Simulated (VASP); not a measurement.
# SiC (Moissanite 3C) (F-43m) in VASP: further runs

SiC (Moissanite 3C) is run at these levels: PBEsol; tasks: single point.

Everything below comes from runs of VASP 6.6.1. Logs are shortened: lines on timing, memory, paths and dates and some standing lists are left out, and cuts for length are marked.

## 1. The cell of the first run

It takes space group F-43m (No. 216, cubic). Conventional cell: a = 4.175 Å, b = 4.175 Å, c = 4.175 Å, α = 90.00°, β = 90.00°, γ = 90.00°. Si (site symmetry -43m) has 4 C at 1.81 Å within 2.4 Å. Within 2.4 Å of C (site symmetry -43m) lie 4 Si at 1.81 Å.

## 2. Single point, PBEsol (volume scaled by 0.880)

INCAR

```
PREC     = Accurate       # precision mode
ENCUT    = 520            # plane-wave cutoff, eV
EDIFF    = 1E-6           # SCF threshold, eV
ISMEAR   = 0              # smearing method
SIGMA    = 0.05           # smearing width, eV
LREAL    = F              # projectors in reciprocal space
LASPH    = T              # aspherical terms in the spheres
NELM     = 80             # most SCF steps
ALGO     = Normal         # electronic algorithm
ISIF     = 2              # what is computed and relaxed
LWAVE    = F              # write WAVECAR
LCHARG   = F              # write CHGCAR
GGA      = PS             # functional
NBANDS   = 11             # bands
```

KPOINTS

```
regular mesh
0
Gamma
  18 18 18
```

POSCAR

```
SiC
1.0
    0.0000000000      2.0875311058      2.0875311058
    2.0875311058      0.0000000000      2.0875311058
    2.0875311058      2.0875311058      0.0000000000
Si C
1 1
Direct
    0.0000000000      0.0000000000      0.0000000000
    0.2500000000      0.2500000000      0.2500000000
```

Potentials or basis: VASP PAW PBE potentials, release 64 (Si, C).

Launch:

```console
$ cat potpaw_PBE.64/Si/POTCAR potpaw_PBE.64/C/POTCAR > POTCAR
$ mpirun -np 1 vasp_std > vasp.out
```

OUTCAR:

```text
PREC = Accurate
   ENCUT = 520
   EDIFF = 1E-6
   ISMEAR = 0
   LREAL = F
   LASPH = T
   NELM = 80
   ISIF = 2
   GGA = PS

 ion  position               nearest neighbor table
   1  0.000  0.000  0.000-   2 1.81   2 1.81   2 1.81   2 1.81
   2  0.250  0.250  0.250-   1 1.81   1 1.81   1 1.81   1 1.81

  LATTYP: Found a face centered cubic cell.
 ALAT       =     4.1750622116

  Lattice vectors:

 A1 = (   0.0000000000,   2.0875311058,   2.0875311058)
 A2 = (   2.0875311058,   0.0000000000,   2.0875311058)
 A3 = (   2.0875311058,   2.0875311058,   0.0000000000)

Analysis of symmetry for initial positions (statically):
=====================================================================
 Subroutine PRICEL returns:
 Original cell was already a primitive cell.

 Routine SETGRP: Setting up the symmetry group for a
 face centered cubic supercell.

 Subroutine GETGRP returns: Found 24 space group operations
 (whereof 24 operations were pure point group operations)
 out of a pool of 48 trial point group operations.

The static configuration has the point symmetry T_d .

Analysis of symmetry for dynamics (positions and initial velocities):
=====================================================================
 Subroutine PRICEL returns:
 Original cell was already a primitive cell.

 Routine SETGRP: Setting up the symmetry group for a
 face centered cubic supercell.

 Subroutine GETGRP returns: Found 24 space group operations
 (whereof 24 operations were pure point group operations)
 out of a pool of 48 trial point group operations.

The dynamic configuration has the point symmetry T_d .

 Subroutine INISYM returns: Found 24 space group operations
 (whereof 24 operations are pure point group operations),
 and found     1 'primitive' translations

----------------------------------------------------------------------------------------

                                     Primitive cell

  volume of cell :      18.1940

  direct lattice vectors                    reciprocal lattice vectors
     0.000000000  2.087531106  2.087531106    -0.239517389  0.239517389  0.239517389
     2.087531106  0.000000000  2.087531106     0.239517389 -0.239517389  0.239517389
     2.087531106  2.087531106  0.000000000     0.239517389  0.239517389 -0.239517389

  length of vectors
     2.952214802  2.952214802  2.952214802     0.414856287  0.414856287  0.414856287

  position of ions in fractional coordinates (direct lattice)
     0.000000000  0.000000000  0.000000000
     0.250000000  0.250000000  0.250000000

  ion indices of the primitive-cell ions
   primitive index   ion index
                 1           1
                 2           2

----------------------------------------------------------------------------------------

 KPOINTS: regular mesh

Automatic generation of k-mesh.
 Grid dimensions read from file:
 generate k-points for:   18   18   18

 Generating k-lattice:

  Cartesian coordinates                     Fractional coordinates (reciprocal lattice)
    -0.013306522  0.013306522  0.013306522     0.055555556  0.000000000  0.000000000
     0.013306522 -0.013306522  0.013306522     0.000000000  0.055555556  0.000000000
     0.013306522  0.013306522 -0.013306522     0.000000000  0.000000000  0.055555556

  Length of vectors
     0.023047572  0.023047572  0.023047572

  Shift w.r.t. Gamma in fractional coordinates (k-lattice)
     0.000000000  0.000000000  0.000000000

 Subroutine IBZKPT returns following result:
 ===========================================

 Found    195 irreducible k-points:

 Following reciprocal coordinates:
            Coordinates               Weight
  0.000000  0.000000  0.000000      1.000000
  0.055556  0.000000  0.000000      8.000000
  0.111111  0.000000  0.000000      8.000000
  0.166667  0.000000  0.000000      8.000000
  0.222222  0.000000  0.000000      8.000000
  0.277778  0.000000  0.000000      8.000000
[... 16 lines left out ...]
 -0.277778  0.055556  0.000000     24.000000
 -0.222222  0.055556  0.000000     24.000000
 [... further k-points ...]
   k-points           NKPTS =    195   k-points in BZ     NKDIM =    195   number of bands    NBANDS=     11
   number of dos      NEDOS =    301   number of ions     NIONS =      2
   total plane-waves  NPLWV =  13824
   dimension x,y,z NGX =    24 NGY =   24 NGZ =   24
   dimension x,y,z NGXF=    48 NGYF=   48 NGZF=   48
   ions per type =               1   1
   NGX,Y,Z   is equivalent  to a cutoff of  13.51, 13.51, 13.51 a.u.
   NGXF,Y,Z  is equivalent  to a cutoff of  27.03, 27.03, 27.03 a.u.
 SYSTEM =  unknown system
   PREC   = accura    normal or accurate (medium, high low for compatibility)
   ISTART =      0    job   : 0-new  1-cont  2-samecut
   ICHARG =      2    charge: 1-file 2-atom 10-const
   ISPIN  =      1    spin polarized calculation?
   LNONCOLLINEAR =      F non collinear calculations
   LSORBIT =      F    spin-orbit coupling
   LASPH  =      T    aspherical Exc in radial PAW
   ENCUT  =  520.0 eV  38.22 Ry    6.18 a.u.   5.49  5.49  5.49*2*pi/ulx,y,z
   NELM   =     80;   NELMIN=  2; NELMDL= -5     # of ELM steps
   EDIFF  = 0.1E-05   stopping-criterion for ELM
   LREAL  =      F    real-space projection
[... 7 lines left out ...]
   TEBEG  =    0.0;   TEEND  =   0.0 temperature during run
   PSTRESS=    0.0 pullay stress
   NELECT =       8.0000    total number of electrons
   NUPDOWN=      -1.0000    fix difference up-down
   EMIN   =  10.00;   EMAX   =-10.00  energy-range for DOS
   EFERMI =   0.00;   METHOD = LEGACY
   ISMEAR =     0;   SIGMA  =   0.05  broadening in eV -4-tet -1-fermi 0-gaus
   EFERMI_NEDOS =   21; number of points for ismear=-14 and -15
   IALGO  =     38    algorithm
   IMIX   =      4    mixing-type and parameters
     AMIX     =   0.40;   BMIX     =  1.00
     AMIX_MAG =   1.60;   BMIX_MAG =  1.00
  volume/ion in A,a.u.               =       9.10        61.39
  Fermi-wavevector in a.u.,A,eV,Ry     =   1.244883  2.352488 21.085407  1.549734
  Thomas-Fermi vector in A             =   2.379130
   LORBIT       =      0    0 simple, 1 ext, 2 COOP (PROOUT), +10 PAW based schemes
   GGA     = PS    functional components
   LHFCALC =     F    Hartree Fock is set to
   AEXX    =    0.0000 exact exchange contribution
   IVDW    =     0    specifies the selected vdW correction
   LEPSILON=     F    determine dielectric tensor
   LRPA    =     F    only Hartree local field effects (RPA)
 non-spin polarized calculation
 Gauss-broadening in eV      SIGMA  =   0.05
  energy-cutoff  :      520.00
  volume of cell :       18.19
 maximum number of plane-waves:       531
 NGX is ok and might be reduce to    24
   NGX = 11   NGY = 11   NGZ = 11

 number of electron       8.0000000 magnetization

 Free energy of the ion-electron system (eV)
  ---------------------------------------------------
  ext. energy  EPLUGINS =         0.00000000
  ---------------------------------------------------
  free energy    TOTEN  =       -15.65529453 eV

  energy without entropy =      -15.65529453  energy(sigma->0) =      -15.65529453

 E-fermi :   9.8088     XC(G=0): -12.0680

 val. band max:        9.5662620324   @ k =   0.0000   0.0000   0.0000
 cond. band min:      10.6729298913   @ k =   0.5000   0.5000   0.0000
 fundamental gap:      1.1066678590
 Fermi energy:         9.8087538478

 k-point     1 :       0.0000    0.0000    0.0000
  band No.  band energies     occupation
      1      -6.9056      2.00000
      2       9.5663      2.00000
      3       9.5663      2.00000
      4       9.5663      2.00000
      5      17.2704      0.00000
      6      17.7561      0.00000
      7      17.7561      0.00000
      8      17.7561      0.00000
      9      24.8089      0.00000
     10      24.8089      0.00000
     11      27.7568      0.00000

 k-point     2 :       0.0556    0.0000    0.0000
  band No.  band energies     occupation
      1      -6.8386      2.00000
      2       9.2203      2.00000
      3       9.5218      2.00000
      4       9.5218      2.00000
      5      17.3219      0.00000
      6      17.8458      0.00000
      7      17.8458      0.00000
      8      17.8868      0.00000
      9      24.3428      0.00000
     10      24.3428      0.00000
     11      27.2381      0.00000

 k-point     3 :       0.1111    0.0000    0.0000
  band No.  band energies     occupation
      1      -6.6381      2.00000
      2       8.3147      2.00000
      3       9.3999      2.00000
      4       9.3999      2.00000
      5      17.2246      0.00000
      6      18.0692      0.00000
      7      18.0692      0.00000
      8      18.4210      0.00000
      9      23.5780      0.00000
     10      23.5780      0.00000
     11      26.6439      0.00000

 k-point     4 :       0.1667    0.0000    0.0000
  band No.  band energies     occupation
      1      -6.3065      2.00000
      2       7.0875      2.00000
      3       9.2282      2.00000
      4       9.2282      2.00000
      5      17.0043      0.00000
      6      18.2869      0.00000
      7      18.2869      0.00000
      8      19.1359      0.00000
      9      23.0789      0.00000
     10      23.0789      0.00000
     11      26.1076      0.00000
[... 239 lines left out ...]
 k-point    22 :      -0.3333    0.0556    0.0000
  band No.  band energies     occupation
      1      -4.2915      2.00000
      2       2.5565      2.00000
      3       8.1845      2.00000
      4       8.7789      2.00000
      5      16.4587      0.00000
      6      17.6259      0.00000
      7      17.6659      0.00000
      8      20.5587      0.00000
      9      24.2773      0.00000
     10      25.6089      0.00000
     11      27.0200      0.00000

 k-point    23 :      -0.2778    0.0556    0.0000
  band No.  band energies     occupation
      1      -4.9978      2.00000
      2       3.8847      2.00000
      3       8.2920      2.00000
      4       8.9754      2.00000
      5      16.6286      0.00000
      6      17.9242      0.00000
      7      18.0195      0.00000
      8      20.3032      0.00000
      9      23.1347      0.00000
     10      24.8256      0.00000
     11      26.4376      0.00000

 k-point    24 :      -0.2222    0.0556    0.0000
  band No.  band energies     occupation
      1      -5.6105      2.00000
      2       5.2698      2.00000
      3       8.4575      2.00000
      4       9.1777      2.00000
      5      16.8340      0.00000
      6      18.1439      0.00000
      7      18.3545      0.00000
      8      19.8635      0.00000
      9      22.3812      0.00000
     10      24.1365      0.00000
     11      26.3017      0.00000

 [... further k-points ...]
[... 5 lines left out ...]
  --------------------------------------------------------------------------------------
  -------------------------------------------------------------------------------------
  Total        4.1643823      4.1643823      4.1643823      0.0000000      0.0000000      0.0000000
  in kB      366.7180732    366.7180732    366.7180732      0.0000000      0.0000000      0.0000000
  external PRESSURE =     366.7180732 kB  Pullay stress =       0.0000000 kB

 VOLUME and BASIS-vectors are now :
 -----------------------------------------------------------------------------
  energy-cutoff  :      520.00
  volume of cell :       18.19
      direct lattice vectors                 reciprocal lattice vectors
     0.000000000  2.087531106  2.087531106    -0.239517389  0.239517389  0.239517389
     2.087531106  0.000000000  2.087531106     0.239517389 -0.239517389  0.239517389
     2.087531106  2.087531106  0.000000000     0.239517389  0.239517389 -0.239517389

 POSITION                                       TOTAL-FORCE (eV/Angst)
 -----------------------------------------------------------------------------------
      0.00000      0.00000      0.00000         0.000000      0.000000      0.000000
      1.04377      1.04377      1.04377        -0.000000     -0.000000     -0.000000
 -----------------------------------------------------------------------------------
    total drift:                                0.000000      0.000000      0.000000

  FREE ENERGIE OF THE ION-ELECTRON SYSTEM (eV)
  ---------------------------------------------------
  free  energy   TOTEN  =       -15.6552945281 eV

  energy  without entropy=      -15.6552945281  energy(sigma->0) =      -15.65529453
```

Wall time 68 s (1 thread of AMD EPYC 9R45, shared host); peak memory 0.13 GiB.

Results:

```
Free energy            : -15.6553 eV
Pressure               : 36.7 GPa
Band gap on the k mesh : 1.11 eV, indirect (least direct gap 4.56 eV)
```

Caveat: the PAW data sets were made with another functional, which shifts forces and pressure a little. A k mesh can miss the band edges.

## 3. Single point, PBEsol (volume scaled by 0.920)

INCAR

```
ALGO = Normal
EDIFF = 1E-6
ENCUT = 520
GGA = PS
ISIF = 2
ISMEAR = 0
LASPH = True
LCHARG = False
LREAL = False
LWAVE = False
NBANDS = 11
NELM = 100
PREC = Accurate
SIGMA = 0.05
```

KPOINTS

```
k-points
0
Gamma
  18 18 18
```

POSCAR

```
SiC
1.0
    0.0000000000      2.1186928807      2.1186928807
    2.1186928807      0.0000000000      2.1186928807
    2.1186928807      2.1186928807      0.0000000000
Si C
1 1
Direct
    0.0000000000      0.0000000000      0.0000000000
    0.2500000000      0.2500000000      0.2500000000
```

Potentials or basis: VASP PAW PBE potentials, release 64 (Si, C).

Launch:

```console
$ cat potpaw_PBE.64/Si/POTCAR potpaw_PBE.64/C/POTCAR > POTCAR
$ mpirun -np 1 vasp_std > vasp.out
```

It took 61 s on 1 thread of AMD EPYC 9R45, shared host; peak memory 0.13 GiB.

Results (log left out):

```
Free energy            : -15.8060 eV
Pressure               : 22.1 GPa
Band gap on the k mesh : 1.15 eV, indirect (least direct gap 4.53 eV)
```

Levels at points of the mesh, in eV from the valence-band top:
```csv
k point,band 1,band 2,band 3,band 4,band 5,band 6,band 7,band 8,band 9
"(0.00, 0.00, 0.00)",-16.10,0.00,0.00,0.00,7.17,7.85,7.85,7.85,14.96
"(0.50, 0.00, 0.00)",-12.17,-9.08,-1.07,-1.07,6.15,7.49,7.49,10.38,17.09
"(0.50, 0.50, 0.00)",-10.62,-8.12,-3.37,-3.37,1.15,4.50,14.95,14.95,15.86
```

Caveat: the PAW data sets were made with another functional, which shifts forces and pressure a little.

## 4. Single point, PBEsol (volume scaled by 0.960)

INCAR

```
SYSTEM = SiC
  ALGO = Normal
  EDIFF = 1E-7
  ENCUT = 520
  GGA = PS
  ISIF = 2
  ISMEAR = 0
  LASPH = .True.
  LCHARG = .False.
  LREAL = .False.
  LWAVE = .False.
  NBANDS = 11
  NELM = 60
  PREC = Accurate
  SIGMA = 0.05
```

KPOINTS

```
k-points
0
Gamma
  18 18 18
  0 0 0
```

POSCAR

```
SiC
1.0
    0.0000000000      2.1489640116      2.1489640116
    2.1489640116      0.0000000000      2.1489640116
    2.1489640116      2.1489640116      0.0000000000
Si C
1 1
Direct
    0.0000000000      0.0000000000      0.0000000000
    0.2500000000      0.2500000000      0.2500000000
```

Launch:

```console
$ cat potpaw_PBE.64/Si/POTCAR potpaw_PBE.64/C/POTCAR > POTCAR
$ mpirun -np 1 vasp_std > vasp.out
```

Run time: 80 s. Hardware: 1 thread of AMD EPYC 9R45, shared host; peak memory 0.13 GiB.

Results (log left out):

```yaml
Free_energy: -15.8886 eV
Pressure: 10.2 GPa
Band_gap_on_the_k_mesh: 1.20 eV, indirect (least direct gap 4.49 eV)
```

Levels at points of the mesh, in eV from the valence-band top:
```tsv
k point	band 1	band 2	band 3	band 4	band 5	band 6	band 7	band 8	band 9
(0.00, 0.00, 0.00)	-15.76	0.00	0.00	0.00	6.67	7.54	7.54	7.54	14.70
(0.50, 0.00, 0.00)	-11.99	-8.83	-1.06	-1.06	5.75	7.31	7.31	10.15	16.53
(0.50, 0.50, 0.00)	-10.49	-7.97	-3.29	-3.29	1.20	4.35	14.44	14.44	15.25
```

Caveat: the PAW data sets were made with another functional, which shifts forces and pressure a little. A k mesh can miss the band edges.

## 5. The runs side by side

| cell | gap on the mesh (eV) | pressure (GPa) |
| --- | --- | --- |
| a = 2.952 Å, angles 60.0°, 2 atoms | 1.11 | 36.7 |
| a = 2.996 Å, angles 60.0°, 2 atoms | 1.15 | 22.1 |
| a = 3.039 Å, angles 60.0°, 2 atoms | 1.20 | 10.2 |

Alike in all rows: task single point; level PBEsol; potentials or basis VASP PAW PBE potentials, release 64 (Si, C); no spin polarisation; k mesh 18 × 18 × 18; cutoff (eV) 520; smearing gaussian 0.05 eV.

Caveats: the PAW data sets were made with another functional, which shifts forces and pressure a little.

Absolute energies hang on the potentials; compare differences alone.
